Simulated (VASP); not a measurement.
# ScF6 (Pm-3m) in VASP: notebook

Runs on ScF6. Level: PBE. Tasks: single point.

Everything below comes from runs of VASP 6.6.1. Logs are shortened: lines on timing, memory, paths and dates and some standing lists are left out, and cuts for length are marked.

### 1 The cell of the first run

The structure is cubic, space group Pm-3m (No. 221). Conventional cell: a = 4.371 Å, b = 4.371 Å, c = 4.371 Å, α = 90.00°, β = 90.00°, γ = 90.00°. Sc (site symmetry m-3m) has 6 F at 2.19 Å within 2.9 Å. F (site symmetry 4/mmm) has 2 Sc at 2.19 Å and 4 F at 2.19 Å within 2.9 Å. Within 2.9 Å of F (site symmetry 4/mmm) lie 4 F at 2.19 Å.

The cell was generated, and may not be a known phase.

### 2 Single point, PBE

Input file INCAR:

```
PREC = Accurate
ENCUT = 600
EDIFF = 1E-6
ISMEAR = 0
SIGMA = 0.2
LREAL = False
LASPH = True
NELM = 120
ALGO = Normal
ISIF = 2
LWAVE = False
LCHARG = True
GGA = PE
LELF = True
LVHAR = True
NBANDS = 36
GGA_COMPAT = False
```

Input file KPOINTS:

```
Automatic mesh
0
Gamma
  4 4 4
```

Input file POSCAR:

```
ScF6
1.0
    4.3707039159      0.0000000000      0.0000000000
    0.0000000000      4.3707039159      0.0000000000
    0.0000000000      0.0000000000      4.3707039159
Sc F
1 6
Direct
    0.5000000000      0.5000000000      0.5000000000
    0.0000000000      0.5000000000      0.5000000000
    0.5000000000      0.0000000000      0.5000000000
    0.5000000000      0.5000000000      0.0000000000
    0.5000000000      0.0000000000      0.0000000000
    0.0000000000      0.5000000000      0.0000000000
    0.0000000000      0.0000000000      0.5000000000
```

Potentials or basis: VASP PAW PBE potentials, release 64 (Sc_sv, F).

The run is started by

```console
> cat potpaw_PBE.64/Sc_sv/POTCAR potpaw_PBE.64/F/POTCAR > POTCAR
> mpirun -np 1 vasp_std > vasp.out
```

OUTCAR:

```text
PREC = Accurate
   ENCUT = 600
   EDIFF = 1E-6
   ISMEAR = 0
   LREAL = False
   LASPH = True
   NELM = 120
   ISIF = 2
   GGA = PE

 ion  position               nearest neighbor table
   1  0.500  0.500  0.500-   2 2.19   3 2.19   4 2.19   4 2.19   3 2.19   2 2.19
   2  0.000  0.500  0.500-   1 2.19   1 2.19
   3  0.500  0.000  0.500-   1 2.19   1 2.19
   4  0.500  0.500  0.000-   1 2.19   1 2.19
   5  0.500  0.000  0.000-
   6  0.000  0.500  0.000-
   7  0.000  0.000  0.500-

  LATTYP: Found a simple cubic cell.
 ALAT       =     4.3707039159

  Lattice vectors:

 A1 = (   4.3707039159,   0.0000000000,   0.0000000000)
 A2 = (   0.0000000000,   4.3707039159,   0.0000000000)
 A3 = (   0.0000000000,   0.0000000000,   4.3707039159)

Analysis of symmetry for initial positions (statically):
=====================================================================
 Subroutine PRICEL returns:
 Original cell was already a primitive cell.

 Routine SETGRP: Setting up the symmetry group for a
 simple cubic supercell.

 Subroutine GETGRP returns: Found 48 space group operations
 (whereof 48 operations were pure point group operations)
 out of a pool of 48 trial point group operations.

The static configuration has the point symmetry O_h .

Analysis of symmetry for dynamics (positions and initial velocities):
=====================================================================
 Subroutine PRICEL returns:
 Original cell was already a primitive cell.

 Routine SETGRP: Setting up the symmetry group for a
 simple cubic supercell.

 Subroutine GETGRP returns: Found 48 space group operations
 (whereof 48 operations were pure point group operations)
 out of a pool of 48 trial point group operations.

The dynamic configuration has the point symmetry O_h .

 Subroutine INISYM returns: Found 48 space group operations
 (whereof 48 operations are pure point group operations),
 and found     1 'primitive' translations

----------------------------------------------------------------------------------------

                                     Primitive cell

  volume of cell :      83.4938

  direct lattice vectors                    reciprocal lattice vectors
     4.370703916  0.000000000  0.000000000     0.228796098  0.000000000  0.000000000
     0.000000000  4.370703916  0.000000000     0.000000000  0.228796098  0.000000000
     0.000000000  0.000000000  4.370703916     0.000000000  0.000000000  0.228796098

  length of vectors
     4.370703916  4.370703916  4.370703916     0.228796098  0.228796098  0.228796098

  position of ions in fractional coordinates (direct lattice)
     0.500000000  0.500000000  0.500000000
     0.000000000  0.500000000  0.500000000
     0.500000000  0.000000000  0.500000000
     0.500000000  0.500000000  0.000000000
     0.500000000  0.000000000  0.000000000
     0.000000000  0.500000000  0.000000000
     0.000000000  0.000000000  0.500000000

  ion indices of the primitive-cell ions
   primitive index   ion index
                 1           1
                 2           2
                 3           3
                 4           4
                 5           5
                 6           6
                 7           7

----------------------------------------------------------------------------------------

 KPOINTS: Automatic mesh

Automatic generation of k-mesh.
 Grid dimensions read from file:
 generate k-points for:    4    4    4

 Generating k-lattice:

  Cartesian coordinates                     Fractional coordinates (reciprocal lattice)
     0.057199024  0.000000000  0.000000000     0.250000000  0.000000000  0.000000000
     0.000000000  0.057199024  0.000000000     0.000000000  0.250000000  0.000000000
     0.000000000  0.000000000  0.057199024     0.000000000  0.000000000  0.250000000

  Length of vectors
     0.057199024  0.057199024  0.057199024

  Shift w.r.t. Gamma in fractional coordinates (k-lattice)
     0.000000000  0.000000000  0.000000000

 Subroutine IBZKPT returns following result:
 ===========================================

 Found     10 irreducible k-points:

 Following reciprocal coordinates:
            Coordinates               Weight
  0.000000  0.000000  0.000000      1.000000
  0.250000  0.000000  0.000000      6.000000
  0.500000  0.000000  0.000000      3.000000
  0.250000  0.250000  0.000000     12.000000
  0.500000  0.250000  0.000000     12.000000
  0.500000  0.500000  0.000000      3.000000
  0.250000  0.250000  0.250000      8.000000
  0.500000  0.250000  0.250000     12.000000
  0.500000  0.500000  0.250000      6.000000
  0.500000  0.500000  0.500000      1.000000
   k-points           NKPTS =     10   k-points in BZ     NKDIM =     10   number of bands    NBANDS=     36
   number of dos      NEDOS =    301   number of ions     NIONS =      7
   total plane-waves  NPLWV =  46656
   dimension x,y,z NGX =    36 NGY =   36 NGZ =   36
   dimension x,y,z NGXF=    72 NGYF=   72 NGZF=   72
   ions per type =               1   6
   NGX,Y,Z   is equivalent  to a cutoff of  13.69, 13.69, 13.69 a.u.
   NGXF,Y,Z  is equivalent  to a cutoff of  27.39, 27.39, 27.39 a.u.
 SYSTEM =  unknown system
   PREC   = accura    normal or accurate (medium, high low for compatibility)
   ISTART =      0    job   : 0-new  1-cont  2-samecut
   ICHARG =      2    charge: 1-file 2-atom 10-const
   ISPIN  =      1    spin polarized calculation?
   LNONCOLLINEAR =      F non collinear calculations
   LSORBIT =      F    spin-orbit coupling
   LASPH  =      T    aspherical Exc in radial PAW
   ENCUT  =  600.0 eV  44.10 Ry    6.64 a.u.   8.73  8.73  8.73*2*pi/ulx,y,z
   NELM   =    120;   NELMIN=  2; NELMDL= -5     # of ELM steps
   EDIFF  = 0.1E-05   stopping-criterion for ELM
   LREAL  =      F    real-space projection
   EDIFFG = 0.1E-04   stopping-criterion for IOM
   NSW    =      0    number of steps for IOM
   IBRION =     -1    ionic relax: 0-MD 1-quasi-New 2-CG
   NFREE  =      0    steps in history (QN), initial steepest desc. (CG)
   ISIF   =      2    stress and relaxation
   ISYM   =      2    0-nonsym 1-usesym 2-fastsym
   POTIM  = 0.5000    time-step for ionic-motion
   TEBEG  =    0.0;   TEEND  =   0.0 temperature during run
   PSTRESS=    0.0 pullay stress
   NELECT =      53.0000    total number of electrons
   NUPDOWN=      -1.0000    fix difference up-down
   EMIN   =  10.00;   EMAX   =-10.00  energy-range for DOS
   EFERMI =   0.00;   METHOD = LEGACY
   ISMEAR =     0;   SIGMA  =   0.20  broadening in eV -4-tet -1-fermi 0-gaus
   EFERMI_NEDOS =   21; number of points for ismear=-14 and -15
   IALGO  =     38    algorithm
   IMIX   =      4    mixing-type and parameters
     AMIX     =   0.40;   BMIX     =  1.00
     AMIX_MAG =   1.60;   BMIX_MAG =  1.00
  volume/ion in A,a.u.               =      11.93        80.49
  Fermi-wavevector in a.u.,A,eV,Ry     =   1.406961  2.658771 26.933268  1.979539
  Thomas-Fermi vector in A             =   2.529268
   LORBIT       =      0    0 simple, 1 ext, 2 COOP (PROOUT), +10 PAW based schemes
   GGA     = PE    functional components
   LHFCALC =     F    Hartree Fock is set to
   AEXX    =    0.0000 exact exchange contribution
   IVDW    =     0    specifies the selected vdW correction
   LEPSILON=     F    determine dielectric tensor
   LRPA    =     F    only Hartree local field effects (RPA)
 non-spin polarized calculation
 Gauss-broadening in eV      SIGMA  =   0.20
  energy-cutoff  :      600.00
  volume of cell :       83.49
 maximum number of plane-waves:      2809
 NGX is ok and might be reduce to    36
   NGX = 17   NGY = 17   NGZ = 17

 number of electron      52.9999904 magnetization

 Free energy of the ion-electron system (eV)
  ---------------------------------------------------
  ext. energy  EPLUGINS =         0.00000000
  ---------------------------------------------------
  free energy    TOTEN  =       -27.96617143 eV

  energy without entropy =      -27.91997567  energy(sigma->0) =      -27.94307355

 E-fermi :  -1.0706     XC(G=0):  -9.7328

 val. band max:       -1.3195905582   @ k =   0.2500   0.2500   0.0000
 cond. band min:      -0.8032271144   @ k =   0.5000   0.5000   0.0000
 fundamental gap:      0.5163634438
 Fermi energy:        -1.0705926628

 k-point     1 :       0.0000    0.0000    0.0000
  band No.  band energies     occupation
      1     -51.3351      2.00000
      2     -29.8166      2.00000
      3     -29.8166      2.00000
      4     -29.8166      2.00000
      5     -23.7982      2.00000
      6     -23.2876      2.00000
[... 28 lines left out ...]
     35      12.0990      0.00000
     36      13.9700      0.00000

 k-point     2 :       0.2500    0.0000    0.0000
  band No.  band energies     occupation
      1     -51.3346      2.00000
      2     -29.8673      2.00000
      3     -29.8161      2.00000
      4     -29.8161      2.00000
      5     -23.6754      2.00000
      6     -23.2499      2.00000
[... 28 lines left out ...]
     35      11.4386      0.00000
     36      13.5398      0.00000

 k-point     3 :       0.5000    0.0000    0.0000
  band No.  band energies     occupation
      1     -51.3341      2.00000
      2     -29.9166      2.00000
      3     -29.8156      2.00000
      4     -29.8156      2.00000
      5     -23.5381      2.00000
      6     -23.2281      2.00000
[... 28 lines left out ...]
     35       9.9704      0.00000
     36      13.1578      0.00000

 k-point     4 :       0.2500    0.2500    0.0000
  band No.  band energies     occupation
      1     -51.3341      2.00000
      2     -29.8670      2.00000
      3     -29.8660      2.00000
      4     -29.8156      2.00000
      5     -23.5500      2.00000
      6     -23.1992      2.00000
[... 28 lines left out ...]
     35      11.4991      0.00000
     36      12.4524      0.00000

 k-point     5 :       0.5000    0.2500    0.0000
  band No.  band energies     occupation
      1     -51.3336      2.00000
      2     -29.9154      2.00000
      3     -29.8656      2.00000
      4     -29.8151      2.00000
      5     -23.4073      2.00000
      6     -23.1724      2.00000
[... 28 lines left out ...]
     35      10.4172      0.00000
     36      12.3595      0.00000

 k-point     6 :       0.5000    0.5000    0.0000
  band No.  band energies     occupation
      1     -51.3332      2.00000
      2     -29.9142      2.00000
      3     -29.9142      2.00000
      4     -29.8145      2.00000
      5     -23.2526      2.00000
      6     -23.1119      2.00000
[... 28 lines left out ...]
     35      11.2440      0.00000
     36      11.2440      0.00000

 k-point     7 :       0.2500    0.2500    0.2500
  band No.  band energies     occupation
      1     -51.3336      2.00000
      2     -29.8666      2.00000
      3     -29.8651      2.00000
      4     -29.8651      2.00000
      5     -23.4227      2.00000
      6     -23.1426      2.00000
[... 28 lines left out ...]
     35      11.5842      0.00000
     36      12.5206      0.00000

 k-point     8 :       0.5000    0.2500    0.2500
  band No.  band energies     occupation
      1     -51.3332      2.00000
      2     -29.9142      2.00000
      3     -29.8652      2.00000
      4     -29.8643      2.00000
      5     -23.2762      2.00000
      6     -23.1147      2.00000
[... 28 lines left out ...]
     35      10.8162      0.00000
     36      12.1770      0.00000

 k-point     9 :       0.5000    0.5000    0.2500
  band No.  band energies     occupation
      1     -51.3327      2.00000
      2     -29.9130      2.00000
      3     -29.9130      2.00000
      4     -29.8639      2.00000
      5     -23.1195      2.00000
      6     -23.0517      2.00000
[... 28 lines left out ...]
     35      11.5214      0.00000
     36      11.5215      0.00000

 k-point    10 :       0.5000    0.5000    0.5000
  band No.  band energies     occupation
      1     -51.3322      2.00000
      2     -29.9119      2.00000
      3     -29.9119      2.00000
      4     -29.9119      2.00000
      5     -22.9857      2.00000
      6     -22.9857      2.00000
[... 28 lines left out ...]
     35      11.9055      0.00000
     36      11.9055      0.00000

------------------------ aborting loop because EDIFF is reached ----------------------------------------

  FORCE on cell =-STRESS in cart. coord.  units (eV):
  Direction    XX          YY          ZZ          XY          YZ          ZX
  --------------------------------------------------------------------------------------
  -------------------------------------------------------------------------------------
  Total       -0.4171502     -0.4171502     -0.4171502     -0.0000000      0.0000000     -0.0000000
  in kB       -8.0047707     -8.0047707     -8.0047707     -0.0000000      0.0000000     -0.0000000
  external PRESSURE =      -8.0047707 kB  Pullay stress =       0.0000000 kB

 VOLUME and BASIS-vectors are now :
 -----------------------------------------------------------------------------
  energy-cutoff  :      600.00
  volume of cell :       83.49
      direct lattice vectors                 reciprocal lattice vectors
     4.370703916  0.000000000  0.000000000     0.228796098  0.000000000  0.000000000
     0.000000000  4.370703916  0.000000000     0.000000000  0.228796098  0.000000000
     0.000000000  0.000000000  4.370703916     0.000000000  0.000000000  0.228796098

 POSITION                                       TOTAL-FORCE (eV/Angst)
 -----------------------------------------------------------------------------------
      2.18535      2.18535      2.18535         0.000000      0.000000      0.000000
      0.00000      2.18535      2.18535         0.000000      0.000000      0.000000
      2.18535      0.00000      2.18535         0.000000      0.000000      0.000000
      2.18535      2.18535      0.00000         0.000000      0.000000      0.000000
      2.18535      0.00000      0.00000         0.000000      0.000000      0.000000
      0.00000      2.18535      0.00000         0.000000      0.000000      0.000000
      0.00000      0.00000      2.18535         0.000000      0.000000      0.000000
 -----------------------------------------------------------------------------------
    total drift:                                0.000000      0.000000      0.000000

  FREE ENERGIE OF THE ION-ELECTRON SYSTEM (eV)
  ---------------------------------------------------
  free  energy   TOTEN  =       -27.9661714277 eV

  energy  without entropy=      -27.9199756680  energy(sigma->0) =      -27.94307355
```

Run time: 43 s. Hardware: 1 thread of Intel Xeon 8259CL, shared host; peak memory 0.21 GiB.

What came out:

```yaml
Free_energy: -27.9662 eV
Pressure: -0.8 GPa
Band_gap_on_the_k_mesh: zero (an odd number of electrons rules out a gap without spin polarisation)
```

Levels at points of the mesh, in eV from the Fermi level:
| k point | band 23 | band 24 | band 25 | band 26 | band 27 | band 28 | band 29 | band 30 |
| --- | --- | --- | --- | --- | --- | --- | --- | --- |
| (0.00, 0.00, 0.00) | 0.29 | 0.29 | 0.29 | 0.31 | 0.31 | 0.31 | 2.50 | 2.50 |
| (0.50, 0.00, 0.00) | -0.77 | -0.69 | 0.27 | 0.27 | 0.30 | 0.30 | 2.52 | 3.02 |
| (0.50, 0.50, 0.00) | -1.23 | -1.09 | -0.89 | -0.35 | 0.27 | 0.27 | 3.02 | 3.02 |
| (0.50, 0.50, 0.50) | -1.64 | -1.18 | -1.18 | -1.18 | -0.43 | -0.43 | 3.37 | 3.37 |

Caveat: an odd number of electrons without spin polarisation forces a metal; a magnetic or distorted state may lie lower.

### 3 Single point, PBE

This run uses another cell than the first one, of 11.88 Å³/atom.

Input file INCAR:

```
SYSTEM = ScF6
PREC = Accurate
ENCUT = 600
EDIFF = 1E-6
ISMEAR = 0
SIGMA = 0.2
LREAL = .FALSE.
LASPH = .TRUE.
NELM = 120
ALGO = Normal
ISIF = 2
LWAVE = .FALSE.
LCHARG = .FALSE.
GGA = PE
NBANDS = 36
GGA_COMPAT = .FALSE.
```

Input file KPOINTS:

```
Automatic mesh
0
G
  4 4 4
  0 0 0
```

Input file POSCAR:

```
ScF6
1.0
    4.3651295070      0.0000000000      0.0000000000
    0.0000000000      4.3651295070      0.0000000000
    0.0000000000      0.0000000000      4.3651295070
Sc F
1 6
Direct
    0.0000000000      0.0000000000      0.0000000000
    0.5000000000      0.0000000000      0.0000000000
    0.0000000000      0.5000000000      0.0000000000
    0.0000000000      0.0000000000      0.5000000000
    0.0000000000      0.5000000000      0.5000000000
    0.5000000000      0.0000000000      0.5000000000
    0.5000000000      0.5000000000      0.0000000000
```

Potentials or basis: VASP PAW PBE potentials, release 64 (Sc_sv, F).

The run is started by

```console
> cat potpaw_PBE.64/Sc_sv/POTCAR potpaw_PBE.64/F/POTCAR > POTCAR
> mpirun -np 1 vasp_std > vasp.out
```

Run time: 43 s. Hardware: 1 thread of Intel Xeon 8259CL, shared host; peak memory 0.21 GiB.

It converged, with:

* Free energy: -27.9662 eV
* Pressure: -0.5 GPa
* Band gap on the k mesh: zero (an odd number of electrons rules out a gap without spin polarisation)

Levels at points of the mesh, in eV from the Fermi level:
```csv
k point,band 23,band 24,band 25,band 26,band 27,band 28,band 29,band 30
"(0.00, 0.00, 0.00)",0.29,0.29,0.29,0.32,0.32,0.32,2.51,2.51
"(0.50, 0.00, 0.00)",-0.78,-0.70,0.27,0.27,0.30,0.30,2.53,3.03
"(0.50, 0.50, 0.00)",-1.24,-1.10,-0.90,-0.35,0.27,0.27,3.04,3.04
"(0.50, 0.50, 0.50)",-1.65,-1.19,-1.19,-1.19,-0.44,-0.44,3.39,3.39
```

Caveat: an odd number of electrons without spin polarisation forces a metal; a magnetic or distorted state may lie lower.

The gap in the log of VASP goes by the Fermi energy; the results here count the filled bands.